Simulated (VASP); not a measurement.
# Pd (P6_3/mmc) in VASP: notebook, part 2 of 2

VASP 6.6.1.

### Step 4. Single point, LDA

Input file INCAR:

```
SYSTEM = Pd
ALGO = Normal ; EDIFF = 1E-6
ENCUT = 520 ; GGA = CA
ISIF = 2 ; ISMEAR = -1
LASPH = .TRUE. ; LCHARG = .FALSE.
LREAL = .FALSE. ; LWAVE = .FALSE.
NBANDS = 17 ; NELM = 80
PREC = Accurate ; SIGMA = 0.05
```

Input file KPOINTS:

```
k-points
0
G
  9 9 5
  0 0 0
```

Input file POSCAR:

```
Pd
1.0
    2.7023917539     -0.0000000028      0.0000000000
   -1.3511958745      2.3403399112      0.0000000000
    0.0000000000      0.0000000000      4.4937454921
Pd
2
Direct
    0.6666666667      0.3333333333      0.7500000000
    0.3333333333      0.6666666667      0.2500000000
```

Potentials or basis: VASP PAW LDA potentials, release 64 (Pd).

Launch:

```
cat potpaw_LDA.64/Pd/POTCAR > POTCAR
mpirun -np 1 vasp_std > vasp.out
```

OUTCAR:

```text
SYSTEM = Pd
   EDIFF = 1E-6
   ENCUT = 520
   GGA = CA
   ISIF = 2
   ISMEAR = -1
   LASPH = .TRUE.
   LREAL = .FALSE.
   NELM = 80
   PREC = Accurate

 ion  position               nearest neighbor table
   1  0.667  0.333  0.750-   2 2.74   2 2.74   2 2.74   2 2.74   2 2.74   2 2.74
   2  0.333  0.667  0.250-   1 2.74   1 2.74   1 2.74   1 2.74   1 2.74   1 2.74

  LATTYP: Found a hexagonal cell.
 ALAT       =     2.7023917539
 C/A-ratio  =     1.6628771479

  Lattice vectors:

 A1 = (   2.7023917539,  -0.0000000028,   0.0000000000)
 A2 = (  -1.3511958745,   2.3403399112,   0.0000000000)
 A3 = (   0.0000000000,   0.0000000000,   4.4937454921)

Analysis of symmetry for initial positions (statically):
=====================================================================
 Subroutine PRICEL returns:
 Original cell was already a primitive cell.

 Routine SETGRP: Setting up the symmetry group for a
 hexagonal supercell.

 Subroutine GETGRP returns: Found 24 space group operations
 (whereof 12 operations were pure point group operations)
 out of a pool of 24 trial point group operations.

[... 163 lines left out ...]

 E-fermi :  10.2451     XC(G=0): -13.7457

 val. band max:       10.2389522893   @ k =   0.2222   0.2222   0.2000
 cond. band min:      10.2459909930   @ k =   0.3333   0.0000   0.4000
 fundamental gap:      0.0070387037
 Fermi energy:        10.2451093316

 k-point     1 :       0.0000    0.0000    0.0000
  band No.  band energies     occupation
      1       2.7136      2.00000
      2       4.5729      2.00000
      3       7.0784      2.00000
      4       7.2979      2.00000
      5       7.2979      2.00000
      6       7.6826      2.00000
[... 457 lines left out ...]
      4       6.5820      2.00000
      5       7.1662      2.00000
      6       7.1662      2.00000
[... 9 lines left out ...]
     16      21.8937      0.00000
     17      27.0571      0.00000

 [... further k-points ...]

------------------------ aborting loop because EDIFF is reached ----------------------------------------

  FORCE on cell =-STRESS in cart. coord.  units (eV):
  Direction    XX          YY          ZZ          XY          YZ          ZX
  --------------------------------------------------------------------------------------
  -------------------------------------------------------------------------------------
  Total       -0.0301562     -0.0301562      0.2172065     -0.0000000      0.0000000      0.0000000
  in kB       -1.7000094     -1.7000094     12.2446896     -0.0000000      0.0000000      0.0000000
  external PRESSURE =       2.9482236 kB  Pullay stress =       0.0000000 kB

 VOLUME and BASIS-vectors are now :
 -----------------------------------------------------------------------------
  energy-cutoff  :      520.00
  volume of cell :       28.42
      direct lattice vectors                 reciprocal lattice vectors
     2.702391754 -0.000000003  0.000000000     0.370042574  0.213644179  0.000000000
    -1.351195874  2.340339911  0.000000000     0.000000000  0.427288359  0.000000000
     0.000000000  0.000000000  4.493745492     0.000000000  0.000000000  0.222531517

 POSITION                                       TOTAL-FORCE (eV/Angst)
 -----------------------------------------------------------------------------------
      1.35120      0.78011      3.37031         0.000000      0.000000      0.000000
      0.00000      1.56023      1.12344        -0.000000     -0.000000      0.000000
 -----------------------------------------------------------------------------------
    total drift:                               -0.000000      0.000000     -0.000000

  FREE ENERGIE OF THE ION-ELECTRON SYSTEM (eV)
  ---------------------------------------------------
  free  energy   TOTEN  =       -12.9277026443 eV

  energy  without entropy=      -12.8781068697  energy(sigma->0) =      -12.90290476
```

OSZICAR:

```text
N       E                     dE             d eps       ncg     rms          rms(c)
DAV:   1     0.109197937977E+03    0.10920E+03   -0.10603E+04  1224   0.116E+03
DAV:   2    -0.117814702434E+02   -0.12098E+03   -0.11504E+03  1287   0.260E+02
DAV:   3    -0.136134609160E+02   -0.18320E+01   -0.18188E+01  1468   0.357E+01
DAV:   4    -0.136252410526E+02   -0.11780E-01   -0.11778E-01  1481   0.272E+00
DAV:   5    -0.136254197266E+02   -0.17867E-03   -0.17867E-03  1494   0.356E-01    0.129E+01
DAV:   6    -0.129710306276E+02    0.65439E+00   -0.13118E+00  1317   0.121E+01    0.615E+00
DAV:   7    -0.129367734816E+02    0.34257E-01   -0.16266E-02  1513   0.118E+00    0.287E+00
DAV:   8    -0.129276999390E+02    0.90735E-02   -0.33889E-03  1369   0.513E-01    0.145E-01
DAV:   9    -0.129276963726E+02    0.35664E-05   -0.70935E-05  1487   0.808E-02    0.369E-02
DAV:  10    -0.129277026455E+02   -0.62729E-05   -0.77378E-06  1450   0.251E-02    0.575E-03
DAV:  11    -0.129277026443E+02    0.12135E-08   -0.14515E-07   696   0.369E-03
   1 F= -.12927703E+02 E0= -.12902905E+02  d E =-.495958E-01
```

stdout:

```text
POSCAR found type information on POSCAR Pd
 POSCAR found :  1 types and       2 ions
 scaLAPACK will be used
 LDA part: xc-table for (Slater(with rela. corr.)+CA(PZ))
 , standard interpolation
 POSCAR, INCAR and KPOINTS ok, starting setup
 FFT: planning ... GRIDC
 FFT: planning ... GRID_SOFT
 FFT: planning ... GRID
 WAVECAR not read
 entering main loop
```

It took 5.3 s on 1 thread of Intel Xeon 6975P-C (Granite Rapids), shared host; peak memory 0.13 GiB.

What came out:

- Free energy: -12.9277 eV
- Pressure: 0.3 GPa
- Band gap on the k mesh: zero (band 10 reaches 10.41 eV, above the bottom of band 11 at 9.68 eV)

Stress tensor (GPa, compression positive):
```
-0.17  0.00  0.00
 0.00 -0.17  0.00
 0.00  0.00  1.22
```

### Step 5. Single point, LDA

This run uses another cell than the first one, of 14.35 Å³/atom, 1.010 times its volume.

Input file INCAR:

```
  PREC = Accurate
  ENCUT = 520
  EDIFF = 1E-6
  ISMEAR = -1
  SIGMA = 0.05
  LREAL = F
  LASPH = T
  NELM = 100
  ALGO = Normal
  ISIF = 2
  LWAVE = F
  LCHARG = T
  LELF = T
  LVHAR = T
  NBANDS = 17
```

Input file KPOINTS:

```
regular mesh
0
Gamma
  9 9 5
```

Input file POSCAR:

```
Pd
1.0
    2.7113698655     -0.0000000028      0.0000000000
   -1.3556849303      2.3481151840      0.0000000000
    0.0000000000      0.0000000000      4.5086749888
Pd
2
Direct
    0.6666666667      0.3333333333      0.7500000000
    0.3333333333      0.6666666667      0.2500000000
```

Launch:

```
cat potpaw_LDA.64/Pd/POTCAR > POTCAR
mpirun -np 1 vasp_std > vasp.out
```

It took 6 s on 1 thread of Intel Xeon 6975P-C (Granite Rapids), shared host; peak memory 0.13 GiB.

Results (log left out):

```yaml
Free_energy: -12.9264 eV
Pressure: -1.9 GPa
Band_gap_on_the_k_mesh: zero (band 10 reaches 10.23 eV, above the bottom of band 11 at 9.52 eV)
```

Stress tensor (GPa, compression positive):
```
-2.33  0.00  0.00
 0.00 -2.33  0.00
 0.00  0.00 -0.99
```

Levels at points of the mesh, in eV from the Fermi level:
```csv
k point,band 8,band 9,band 10,band 11,band 12,band 13
"(0.00, 0.00, 0.00)",-1.78,-1.78,-0.25,-0.25,0.72,7.18
```

### Step 6. Relaxation of volume and atoms at fixed shape, LDA

This run uses another cell than the first one, of 15.53 Å³/atom, 1.093 times its volume.

Input file INCAR:

```
SYSTEM = Pd
PREC     = Accurate       ! precision mode
ENCUT    = 600            ! plane-wave cutoff, eV
EDIFF    = 1E-6           ! SCF threshold, eV
ISMEAR   = -1             ! smearing method
SIGMA    = 0.05           ! smearing width, eV
LREAL    = .FALSE.        ! projectors in reciprocal space
LASPH    = .TRUE.         ! aspherical terms in the spheres
NELM     = 80             ! most SCF steps
ALGO     = Normal         ! electronic algorithm
ISIF     = 8              ! what is computed and relaxed
LWAVE    = .FALSE.        ! write WAVECAR
LCHARG   = .FALSE.        ! write CHGCAR
IBRION   = 2              ! ionic algorithm
NSW      = 60             ! ionic steps
EDIFFG   = -0.02          ! ionic threshold
```

Input file KPOINTS:

```
regular mesh
0
G
  9 9 5
  0 0 0
```

Input file POSCAR:

```
Pd
1.0
    2.7836650500      0.0000000000      0.0000000000
   -1.3918325200      2.4107246500      0.0000000000
    0.0000000000      0.0000000000      4.6288930000
Pd
2
Direct
    0.6666666667      0.3333333333      0.7500000000
    0.3333333333      0.6666666667      0.2500000000
```

Potentials or basis: VASP PAW LDA potentials, release 64 (Pd).

Launch:

```
cat potpaw_LDA.64/Pd/POTCAR > POTCAR
mpirun -np 1 vasp_std > vasp.out
```

Wall time 16 s (1 thread of Intel Xeon 6975P-C (Granite Rapids), shared host); peak memory 0.16 GiB.

The run converged. Its results:

- Free energy: -12.9291 eV
- Relaxed volume: 14.24 Å³/atom
- Relaxed cell: a = 2.704 Å, b = 2.704 Å, c = 4.497 Å, α = 90.00°, β = 90.00°, γ = 120.00°
- Space group after relaxing (to 0.05 Å): P6_3/mmc (No. 194)
- Energy gained by relaxing: 68.9 meV/atom
- Ionic steps: 4
- Pressure after relaxing: -0.2 GPa
- Band gap on the k mesh: zero (band 10 reaches 10.37 eV, above the bottom of band 11 at 9.65 eV)

Stress tensor (GPa, compression positive):
```
-0.63  0.00  0.00
 0.00 -0.63  0.00
 0.00  0.00  0.76
```

The path:
```tsv
step	energy change (eV)	largest force (eV/Å)	pressure (GPa)	volume (Å³)
1	0.0000	0.0000	-15.44	31.06
2	0.3005	0.0000	44.39	24.81
3	-0.1376	0.0000	-0.76	28.56
4	-0.1378	0.0000	-0.16	28.48
```

Final structure:
```yaml
crystal:
  lattice:
    - [2.70429, 0.00000, 0.00000]
    - [-1.35215, 2.34198, 0.00000]
    - [0.00000, 0.00000, 4.49690]
  atoms:
    - { symbol: Pd, position: [0.66667, 0.33333, 0.75000] }
    - { symbol: Pd, position: [0.33333, 0.66667, 0.25000] }
```

Levels at points of the mesh, in eV from the Fermi level:
```csv
k point,band 8,band 9,band 10,band 11,band 12,band 13
"(0.00, 0.00, 0.00)",-1.80,-1.80,-0.25,-0.25,0.71,7.24
```

### Step 7. The runs side by side

```tsv
task	cell	cutoff (eV)	gap on the mesh (eV)	pressure (GPa)
single point	a = 2.702, b = 2.702, c = 4.494 Å, angles 90.0, 90.0, 120.0°, 2 atoms	520	none	0.3
single point	a = 2.693, b = 2.693, c = 4.479 Å, angles 90.0, 90.0, 120.0°, 2 atoms	520	none	2.6
single point	a = 2.711, b = 2.711, c = 4.509 Å, angles 90.0, 90.0, 120.0°, 2 atoms	520	none	-1.9
relaxation of volume and atoms at fixed shape	relaxed from a = 2.784, b = 2.784, c = 4.629 Å, angles 90.0, 90.0, 120.0°, 2 atoms	600	none	-0.2
```

Alike in all rows: level LDA; potentials or basis VASP PAW LDA potentials, release 64 (Pd); no spin polarisation; k mesh 9 × 9 × 5; smearing fermi-dirac 0.05 eV.

Total energies depend on the potentials used, so only differences within one code and one set of settings carry meaning.
